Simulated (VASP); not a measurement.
Runs of VASP 6.6.1 on Li27H20F7. The typed cell holds 54 atoms: a = 8.457 Å, b = 8.457 Å, c = 8.457 Å, α = 60.00°, β = 60.00°, γ = 60.00°. 

| level | k mesh | smearing | gap on the mesh (eV) | largest force (eV/Å) |
| --- | --- | --- | --- | --- |
| revPBE | 1 × 1 × 1, shifted | fermi-dirac 0.05 eV | 5.19 | 0.60 |
| PBEsol | 1 × 1 × 1, shifted | fermi-dirac 0.05 eV | 4.85 | 0.59 |
| PBEsol | 2 × 2 × 1 | fermi-dirac 0.05 eV | (a) | 0.58 |
| PBEsol | 1 × 1 × 1, shifted | methfessel-paxton 0.05 eV | 4.85 | 0.59 |

Alike in all rows: task single point; potentials or basis VASP PAW PBE potentials, release 64 (H, F, Li_sv); no spin polarisation; cell as given; cutoff (eV) 520.

Q: Fill in the values left out.

A: (a) 4.10.

Caveats: all runs use coarse meshes; the PAW data sets were made with another functional, which shifts forces and pressure a little.

A k mesh can miss the band edges.
